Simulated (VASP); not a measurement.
# LiCl (Fm-3m) in VASP: a series of runs, part 2 of 2

VASP 6.6.1. The steps go on from the part before.

## 4. Dielectric tensor, r2SCAN

This run uses another cell than the first one, of 16.70 Å³/atom.

The input, INCAR:

```
PREC = Accurate
ENCUT = 520
EDIFF = 1E-8
ISMEAR = 0
SIGMA = 0.01
LREAL = False
LASPH = True
NELM = 60
ALGO = Normal
ISIF = 2
LWAVE = False
LCHARG = False
METAGGA = R2SCAN
LMIXTAU = True
LCALCEPS = True
```

The input, KPOINTS:

```
Automatic mesh
0
Gamma
  8 8 8
```

The input, POSCAR:

```
LiCl
1.0
    0.0000000000      2.5560252152      2.5560252152
    2.5560252152      0.0000000000      2.5560252152
    2.5560252152      2.5560252152      0.0000000000
Li Cl
1 1
Direct
    0.0000000000      0.0000000000      0.0000000000
    0.5000000000      0.5000000000      0.5000000000
```

Potentials or basis: VASP PAW PBE potentials, release 64 (Li_sv, Cl).

Command:

```sh
$ cat potpaw_PBE.64/Li_sv/POTCAR potpaw_PBE.64/Cl/POTCAR > POTCAR
$ mpirun -np 1 vasp_std > vasp.out
```

OUTCAR:

```text
PREC = Accurate
   ENCUT = 520
   EDIFF = 1E-8
   ISMEAR = 0
   LREAL = False
   LASPH = True
   NELM = 60
   ISIF = 2
   METAGGA = R2SCAN

 ion  position               nearest neighbor table
   1  0.000  0.000  0.000-   2 2.56   2 2.56   2 2.56   2 2.56   2 2.56   2 2.56
   2  0.500  0.500  0.500-   1 2.56   1 2.56   1 2.56   1 2.56   1 2.56   1 2.56

  LATTYP: Found a face centered cubic cell.
 ALAT       =     5.1120504304

  Lattice vectors:

 A1 = (   0.0000000000,   2.5560252152,   2.5560252152)
 A2 = (   2.5560252152,   0.0000000000,   2.5560252152)
 A3 = (   2.5560252152,   2.5560252152,   0.0000000000)

Analysis of symmetry for initial positions (statically):
=====================================================================
 Subroutine PRICEL returns:
 Original cell was already a primitive cell.

 Routine SETGRP: Setting up the symmetry group for a
 face centered cubic supercell.

 Subroutine GETGRP returns: Found 48 space group operations
 (whereof 48 operations were pure point group operations)
 out of a pool of 48 trial point group operations.

The static configuration has the point symmetry O_h .

Analysis of symmetry for dynamics (positions and initial velocities):
=====================================================================
 Subroutine PRICEL returns:
 Original cell was already a primitive cell.

 Routine SETGRP: Setting up the symmetry group for a
 face centered cubic supercell.

 Subroutine GETGRP returns: Found 48 space group operations
 (whereof 48 operations were pure point group operations)
 out of a pool of 48 trial point group operations.

The dynamic configuration has the point symmetry O_h .

 Subroutine INISYM returns: Found 48 space group operations
 (whereof 48 operations are pure point group operations),
 and found     1 'primitive' translations

----------------------------------------------------------------------------------------

                                     Primitive cell

  volume of cell :      33.3984

  direct lattice vectors                    reciprocal lattice vectors
     0.000000000  2.556025215  2.556025215    -0.195616224  0.195616224  0.195616224
     2.556025215  0.000000000  2.556025215     0.195616224 -0.195616224  0.195616224
     2.556025215  2.556025215  0.000000000     0.195616224  0.195616224 -0.195616224

  length of vectors
     3.614765525  3.614765525  3.614765525     0.338817238  0.338817238  0.338817238

  position of ions in fractional coordinates (direct lattice)
     0.000000000  0.000000000  0.000000000
     0.500000000  0.500000000  0.500000000

  ion indices of the primitive-cell ions
   primitive index   ion index
                 1           1
                 2           2

----------------------------------------------------------------------------------------

 KPOINTS: Automatic mesh

Automatic generation of k-mesh.
[... 82 lines left out ...]
   EFERMI_NEDOS =   21; number of points for ismear=-14 and -15
   IALGO  =     38    algorithm
   IMIX   =      4    mixing-type and parameters
     AMIX     =   0.40;   BMIX     =  1.00
     AMIX_MAG =   1.60;   BMIX_MAG =  1.00
  volume/ion in A,a.u.               =      16.70       112.69
  Fermi-wavevector in a.u.,A,eV,Ry     =   1.095216  2.069658 16.320156  1.199498
  Thomas-Fermi vector in A             =   2.231535
   LORBIT       =      0    0 simple, 1 ext, 2 COOP (PROOUT), +10 PAW based schemes
   METAGGA = R2SCAN    functional components
   LHFCALC =     F    Hartree Fock is set to
   AEXX    =    0.0000 exact exchange contribution
   IVDW    =     0    specifies the selected vdW correction
   LEPSILON=     F    determine dielectric tensor
   LRPA    =     F    only Hartree local field effects (RPA)
   LRPA       =     F
 non-spin polarized calculation
 Gauss-broadening in eV      SIGMA  =   0.01
  energy-cutoff  :      520.00
  volume of cell :       33.40
 maximum number of plane-waves:       934
   NGX = 13   NGY = 13   NGZ = 13

 Total electronic dipole moment: p[elc]=(     0.00000     0.00000    -0.00000 ) |e| Angst

 Total electronic dipole moment: p[elc]=(    -0.00000    -0.00000    -0.00000 ) |e| Angst

 number of electron      10.0000003 magnetization

 Free energy of the ion-electron system (eV)
  ---------------------------------------------------
  ext. energy  EPLUGINS =         0.00000000
  ---------------------------------------------------
  free energy    TOTEN  =       -12.58813454 eV

  energy without entropy =      -12.58813454  energy(sigma->0) =      -12.58813454

 E-fermi :   0.4120     XC(G=0):  -9.2110

 val. band max:        0.2664066501   @ k =   0.0000   0.0000   0.0000
 cond. band min:   10000.0000000000   @ k =   0.0000   0.0000   0.0000
 fundamental gap:   9999.7335933499
 Fermi energy:         0.4119998778

 k-point     1 :       0.0000    0.0000    0.0000
  band No.  band energies     occupation
      1     -44.5315      2.00000
      2     -13.7544      2.00000
      3       0.2664      2.00000
      4       0.2664      2.00000
      5       0.2664      2.00000
      6   10000.0000      0.00000
      7   10000.0000      0.00000
      8   10000.0000      0.00000
      9   10000.0000      0.00000
[... 265 lines left out ...]
 k-point    24 :      -0.3750    0.2500    0.1250
  band No.  band energies     occupation
      1     -44.5283      2.00000
      2     -13.0367      2.00000
      3      -2.3435      2.00000
      4      -1.0766      2.00000
      5      -0.3389      2.00000
      6   10000.0000      0.00000
      7   10000.0000      0.00000
      8   10000.0000      0.00000
      9   10000.0000      0.00000

 [... further k-points ...]

------------------------ aborting loop because EDIFF is reached ----------------------------------------

            Ionic dipole moment: p[ion]=(   -17.89218   -17.89218   -17.89218 ) |e| Angst

 Total electronic dipole moment: p[elc]=(     0.00000     0.00000     0.00337 ) |e| Angst

 MACROSCOPIC STATIC DIELECTRIC TENSOR (including local field effects)
 ------------------------------------------------------
           2.827374     0.000000    -0.000000
           0.000000     2.827374    -0.000000
           0.000000     0.000000     2.827374
 ------------------------------------------------------

 PIEZOELECTRIC TENSOR (including local field effects) (e Angst)
          XX          YY          ZZ          XY          YZ          ZX
  --------------------------------------------------------------------------------
  x     0.00000     0.00000     0.00000     0.00000     0.00000     0.00000
  y     0.00000     0.00000     0.00000     0.00000     0.00000     0.00000
  z     0.00000     0.00000     0.00000     0.00000     0.00000     0.00000

 PIEZOELECTRIC TENSOR (including local field effects) (C/m^2)
          XX          YY          ZZ          XY          YZ          ZX
  --------------------------------------------------------------------------------
  x     0.00000     0.00000     0.00000     0.00000     0.00000     0.00000
  y     0.00000     0.00000     0.00000     0.00000     0.00000     0.00000
  z     0.00000     0.00000     0.00000     0.00000     0.00000     0.00000

 BORN EFFECTIVE CHARGES (including local field effects) (in |e|, cummulative output)
 ---------------------------------------------------------------------------------
 ion    1
    1     1.17348    -0.00000     0.00000
    2    -0.00000     1.17348     0.00000
    3    -0.00000    -0.00000     1.17348
 ion    2
    1    -1.17348     0.00000    -0.00000
    2     0.00000    -1.17348    -0.00000
    3     0.00000     0.00000    -1.17348

  FORCE on cell =-STRESS in cart. coord.  units (eV):
  Direction    XX          YY          ZZ          XY          YZ          ZX
  --------------------------------------------------------------------------------------
  -------------------------------------------------------------------------------------
  Total       -0.0988526     -0.0988526     -0.0988526      0.0000000      0.0000000      0.0000000
  in kB       -4.7421302     -4.7421302     -4.7421302      0.0000000      0.0000000      0.0000000
  external PRESSURE =      -4.7421302 kB  Pullay stress =       0.0000000 kB

 VOLUME and BASIS-vectors are now :
 -----------------------------------------------------------------------------
  energy-cutoff  :      520.00
  volume of cell :       33.40
      direct lattice vectors                 reciprocal lattice vectors
     0.000000000  2.556025215  2.556025215    -0.195616224  0.195616224  0.195616224
     2.556025215  0.000000000  2.556025215     0.195616224 -0.195616224  0.195616224
     2.556025215  2.556025215  0.000000000     0.195616224  0.195616224 -0.195616224

 POSITION                                       TOTAL-FORCE (eV/Angst)
 -----------------------------------------------------------------------------------
      0.00000      0.00000      0.00000         0.000000      0.000000     -0.000000
      2.55603      2.55603      2.55603        -0.000000     -0.000000      0.000000
 -----------------------------------------------------------------------------------
    total drift:                                0.000000      0.000000      0.000000

  FREE ENERGIE OF THE ION-ELECTRON SYSTEM (eV)
  ---------------------------------------------------
  free  energy   TOTEN  =       -12.5881345425 eV

  energy  without entropy=      -12.5881345425  energy(sigma->0) =      -12.58813454
```

Wall time 49 min (1 thread of Oxide Virtual Turin-like, shared host); peak memory 0.3 GiB.

Results:

| Item | Value |
| --- | --- |
| Band gap on the k mesh | 7.36 eV |
| Electronic dielectric tensor (diagonal) | 2.83 |
| Born charges (mean of the diagonal) | Li +1.17; Cl -1.17 e |

Levels at points of the mesh, in eV from the valence-band top:
```
           k point  band 1  band 2  band 3  band 4  band 5  band 6  band 7  band 8  band 9
(0.00, 0.00, 0.00)  -44.80  -14.02    0.00    0.00    0.00    7.36   12.67   12.67   12.67
(0.50, 0.00, 0.00)  -44.80  -13.42   -2.88   -0.28   -0.28    7.55   10.32   10.32   14.32
(0.50, 0.50, 0.00)  -44.79  -13.17   -2.98   -1.14   -1.14    8.79    8.91   13.67   15.50
```

Electronic dielectric tensor:
```
2.83 0.00 0.00
0.00 2.83 0.00
0.00 0.00 2.83
```

Born effective charge tensors (e):
atom 1, Li
```
1.17 0.00 0.00
0.00 1.17 0.00
0.00 0.00 1.17
```
atom 2, Cl
```
-1.17  0.00  0.00
 0.00 -1.17  0.00
 0.00  0.00 -1.17
```

Dipole moments of the cell (e·Å, modulo the quantum): ionic -17.892, -17.892, -17.892; electronic 0.000, 0.000, 0.003

Caveat: the cutoff is under 1.25 times the usual one of these potentials, so pressure, stress and relaxed cells hold a basis-set (Pulay) error; the PAW data sets were made with another functional, which shifts forces and pressure a little. A k mesh can miss the band edges.

## 5. Overview

| task | level | cell | gap on the mesh (eV) |
| --- | --- | --- | --- |
| vibrations by perturbation theory | PBEsol | a = 3.581 Å, angles 60.0°, 2 atoms | - |
| dielectric tensor | PBE | a = 3.615 Å, angles 60.0°, 2 atoms | 6.40 |
| dielectric tensor | r2SCAN | a = 3.615 Å, angles 60.0°, 2 atoms | 7.36 |

Alike in all rows: potentials or basis VASP PAW PBE potentials, release 64 (Li_sv, Cl); no spin polarisation; k mesh 8 × 8 × 8; cutoff (eV) 520; smearing gaussian 0.01 eV.

Caveats: the cutoff is under 1.25 times the usual one of these potentials, so pressure, stress and relaxed cells hold a basis-set (Pulay) error; the PAW data sets were made with another functional, which shifts forces and pressure a little (at least some runs).

Total energies depend on the potentials used, so only differences within one code and one set of settings carry meaning.

The gap in the log of VASP goes by the Fermi energy; the results here count the filled bands.